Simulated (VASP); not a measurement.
# Hf (Pm-3m) in VASP: single point with PBEsol

Aim: the single point of Hf with PBEsol.

Everything below comes from runs of VASP 6.6.1. Logs are shortened: lines on timing, memory, paths and dates and some standing lists are left out, and cuts for length are marked.

### Step 1. The cell of the first run

It takes space group Pm-3m (No. 221, cubic). The conventional cell has a = 4.178 Å, b = 4.178 Å, c = 4.178 Å, α = 90.00°, β = 90.00°, γ = 90.00°. Within 5.5 Å of Hf (site symmetry m-3m) lie 6 Hf at 4.18 Å.

### Step 2. Single point, PBEsol

File INCAR:

```
ALGO = Normal
EDIFF = 1E-6
ENCUT = 520
GGA = PS
ISIF = 2
ISMEAR = 1
LASPH = True
LCHARG = True
LELF = True
LREAL = False
LVHAR = True
LWAVE = False
NBANDS = 11
NELM = 100
PREC = Accurate
SIGMA = 0.15
```

File KPOINTS:

```
k-points
0
Gamma
  6 6 6
```

File POSCAR:

```
Hf
1.0
    4.1779540000      0.0000000000      0.0000000000
    0.0000000000      4.1779540000      0.0000000000
    0.0000000000      0.0000000000      4.1779540000
Hf
1
Direct
    0.0000000000      0.0000000000      0.0000000000
```

Potentials or basis: VASP PAW PBE potentials, release 64 (Hf_pv).

Started as:

```
> cat potpaw_PBE.64/Hf_pv/POTCAR > POTCAR
> mpirun -np 1 vasp_std > vasp.out
```

OUTCAR:

```text
EDIFF = 1E-6
   ENCUT = 520
   GGA = PS
   ISIF = 2
   ISMEAR = 1
   LASPH = True
   LREAL = False
   NELM = 100
   PREC = Accurate

 ion  position               nearest neighbor table
   1  0.000  0.000  0.000-

  LATTYP: Found a simple cubic cell.
 ALAT       =     4.1779540000

  Lattice vectors:

 A1 = (   4.1779540000,   0.0000000000,   0.0000000000)
 A2 = (   0.0000000000,   4.1779540000,   0.0000000000)
 A3 = (   0.0000000000,   0.0000000000,   4.1779540000)

Analysis of symmetry for initial positions (statically):
=====================================================================
 Subroutine PRICEL returns:
 Original cell was already a primitive cell.

 Routine SETGRP: Setting up the symmetry group for a
 simple cubic supercell.

 Subroutine GETGRP returns: Found 48 space group operations
 (whereof 48 operations were pure point group operations)
 out of a pool of 48 trial point group operations.

The static configuration has the point symmetry O_h .

Analysis of symmetry for dynamics (positions and initial velocities):
=====================================================================
 Subroutine PRICEL returns:
 Original cell was already a primitive cell.

 Routine SETGRP: Setting up the symmetry group for a
 simple cubic supercell.

 Subroutine GETGRP returns: Found 48 space group operations
 (whereof 48 operations were pure point group operations)
 out of a pool of 48 trial point group operations.

The dynamic configuration has the point symmetry O_h .

 Subroutine INISYM returns: Found 48 space group operations
 (whereof 48 operations are pure point group operations),
 and found     1 'primitive' translations

----------------------------------------------------------------------------------------

                                     Primitive cell

  volume of cell :      72.9274

  direct lattice vectors                    reciprocal lattice vectors
     4.177954000  0.000000000  0.000000000     0.239351606  0.000000000  0.000000000
     0.000000000  4.177954000  0.000000000     0.000000000  0.239351606  0.000000000
     0.000000000  0.000000000  4.177954000     0.000000000  0.000000000  0.239351606

  length of vectors
     4.177954000  4.177954000  4.177954000     0.239351606  0.239351606  0.239351606

  position of ions in fractional coordinates (direct lattice)
[... 76 lines left out ...]
   IBRION =     -1    ionic relax: 0-MD 1-quasi-New 2-CG
   NFREE  =      0    steps in history (QN), initial steepest desc. (CG)
   ISIF   =      2    stress and relaxation
   ISYM   =      2    0-nonsym 1-usesym 2-fastsym
   POTIM  = 0.5000    time-step for ionic-motion
   TEBEG  =    0.0;   TEEND  =   0.0 temperature during run
   PSTRESS=    0.0 pullay stress
   NELECT =      10.0000    total number of electrons
   NUPDOWN=      -1.0000    fix difference up-down
   EMIN   =  10.00;   EMAX   =-10.00  energy-range for DOS
   EFERMI =   0.00;   METHOD = LEGACY
   ISMEAR =     1;   SIGMA  =   0.15  broadening in eV -4-tet -1-fermi 0-gaus
   EFERMI_NEDOS =   21; number of points for ismear=-14 and -15
   IALGO  =     38    algorithm
   IMIX   =      4    mixing-type and parameters
     AMIX     =   0.40;   BMIX     =  1.00
     AMIX_MAG =   1.60;   BMIX_MAG =  1.00
  volume/ion in A,a.u.               =      72.93       492.14
  Fermi-wavevector in a.u.,A,eV,Ry     =   0.844198  1.595304  9.696476  0.712671
  Thomas-Fermi vector in A             =   1.959188
   LORBIT       =      0    0 simple, 1 ext, 2 COOP (PROOUT), +10 PAW based schemes
   GGA     = PS    functional components
   LHFCALC =     F    Hartree Fock is set to
   AEXX    =    0.0000 exact exchange contribution
   IVDW    =     0    specifies the selected vdW correction
   LEPSILON=     F    determine dielectric tensor
   LRPA    =     F    only Hartree local field effects (RPA)
 non-spin polarized calculation
 Methfessel and Paxton  Order N= 1 SIGMA  =   0.15
  energy-cutoff  :      520.00
  volume of cell :       72.93
 maximum number of plane-waves:      1984
 NGX is ok and might be reduce to    32
   NGX = 15   NGY = 15   NGZ = 15

 number of electron      10.0000000 magnetization

 Free energy of the ion-electron system (eV)
  ---------------------------------------------------
  ext. energy  EPLUGINS =         0.00000000
  ---------------------------------------------------
  free energy    TOTEN  =        -5.38996521 eV

  energy without entropy =       -5.38415855  energy(sigma->0) =       -5.38802966

 E-fermi :  -0.7752     XC(G=0):  -6.8423

 val. band max:       -0.7756047041   @ k =   0.5000   0.1667   0.0000
 cond. band min:      -0.7222432427   @ k =   0.3333   0.1667   0.1667
 fundamental gap:      0.0533614614
 Fermi energy:        -0.7752037971

 k-point     1 :       0.0000    0.0000    0.0000
  band No.  band energies     occupation
      1     -33.4616      2.00000
      2     -33.4616      2.00000
      3     -33.4616      2.00000
      4      -4.4677      2.00000
      5      -1.1052      2.00795
      6      -1.1052      2.00795
      7       0.7206     -0.00000
      8       0.7206     -0.00000
      9       0.7206     -0.00000
     10       5.1059      0.00000
     11       5.1059      0.00000
[... 253 lines left out ...]
 k-point    20 :       0.5000    0.5000    0.5000
  band No.  band energies     occupation
      1     -33.4748      2.00000
      2     -33.4748      2.00000
      3     -33.4748      2.00000
      4      -0.8254      1.53291
      5      -0.8254      1.53291
      6      -0.8254      1.53290
      7       1.1915     -0.00000
      8       1.1915     -0.00000
      9       1.3314     -0.00000
     10       2.2429      0.00000
     11       2.2429      0.00000

------------------------ aborting loop because EDIFF is reached ----------------------------------------

  FORCE on cell =-STRESS in cart. coord.  units (eV):
  Direction    XX          YY          ZZ          XY          YZ          ZX
  --------------------------------------------------------------------------------------
  -------------------------------------------------------------------------------------
  Total       -4.2511991     -4.2511991     -4.2511991      0.0000000      0.0000000     -0.0000000
  in kB      -93.3965991    -93.3965991    -93.3965991      0.0000000      0.0000000     -0.0000000
  external PRESSURE =     -93.3965991 kB  Pullay stress =       0.0000000 kB

 VOLUME and BASIS-vectors are now :
 -----------------------------------------------------------------------------
  energy-cutoff  :      520.00
  volume of cell :       72.93
      direct lattice vectors                 reciprocal lattice vectors
     4.177954000  0.000000000  0.000000000     0.239351606  0.000000000  0.000000000
     0.000000000  4.177954000  0.000000000     0.000000000  0.239351606  0.000000000
     0.000000000  0.000000000  4.177954000     0.000000000  0.000000000  0.239351606

 POSITION                                       TOTAL-FORCE (eV/Angst)
 -----------------------------------------------------------------------------------
      0.00000      0.00000      0.00000         0.000000      0.000000      0.000000
 -----------------------------------------------------------------------------------
    total drift:                               -0.000000      0.000000      0.000000

  FREE ENERGIE OF THE ION-ELECTRON SYSTEM (eV)
  ---------------------------------------------------
  free  energy   TOTEN  =        -5.3899652105 eV

  energy  without entropy=       -5.3841585455  energy(sigma->0) =       -5.38802966
```

OSZICAR:

```text
N       E                     dE             d eps       ncg     rms          rms(c)
DAV:   1     0.518326428579E+01    0.51833E+01   -0.50936E+03   544   0.695E+02
DAV:   2    -0.599882429323E+01   -0.11182E+02   -0.10861E+02   593   0.953E+01
DAV:   3    -0.639214189422E+01   -0.39332E+00   -0.37373E+00   566   0.107E+01
DAV:   4    -0.640102053615E+01   -0.88786E-02   -0.88094E-02   522   0.172E+00
DAV:   5    -0.640120028944E+01   -0.17975E-03   -0.17965E-03   563   0.210E-01    0.149E+01
DAV:   6    -0.549643604834E+01    0.90476E+00   -0.15194E+00   452   0.541E+00    0.696E+00
DAV:   7    -0.539747795062E+01    0.98958E-01   -0.66472E-01   473   0.308E+00    0.779E-01
DAV:   8    -0.539371256567E+01    0.37654E-02   -0.90021E-02   449   0.143E+00    0.114E+00
DAV:   9    -0.539043101102E+01    0.32816E-02   -0.24570E-02   455   0.702E-01    0.559E-01
DAV:  10    -0.539002211707E+01    0.40889E-03   -0.12143E-03   521   0.158E-01    0.126E-01
DAV:  11    -0.538998113714E+01    0.40980E-04   -0.63108E-04   449   0.102E-01    0.125E-01
DAV:  12    -0.538996495268E+01    0.16184E-04   -0.49443E-05   483   0.331E-02    0.149E-02
DAV:  13    -0.538996521053E+01   -0.25784E-06   -0.27567E-06   548   0.887E-03
   1 F= -.53899652E+01 E0= -.53880297E+01  d E =-.580667E-02
```

Wall time 9.1 s (1 thread of Intel Xeon Platinum 8375C at 2.90GHz (Ice Lake), shared host); peak memory 0.18 GiB.

Results:

```yaml
Free_energy: -5.3900 eV
Pressure: -9.3 GPa
Band_gap_on_the_k_mesh: zero (band 5 reaches -0.50 eV, above the bottom of band 6 at -1.11 eV)
```

Levels at points of the mesh, in eV from the Fermi level:
| k point | band 3 | band 4 | band 5 | band 6 | band 7 | band 8 |
| --- | --- | --- | --- | --- | --- | --- |
| (0.00, 0.00, 0.00) | -32.69 | -3.69 | -0.33 | -0.33 | 1.50 | 1.50 |
| (0.50, 0.00, 0.00) | -32.69 | -2.36 | -0.14 | 0.00 | 0.89 | 0.89 |
| (0.50, 0.50, 0.00) | -32.68 | -1.06 | -0.39 | 1.00 | 1.00 | 1.51 |
| (0.50, 0.50, 0.50) | -32.70 | -0.05 | -0.05 | -0.05 | 1.97 | 1.97 |

Caveat: the PAW data sets were made with another functional, which shifts forces and pressure a little; spin-orbit coupling is left out, which moves the levels of the heavy elements.
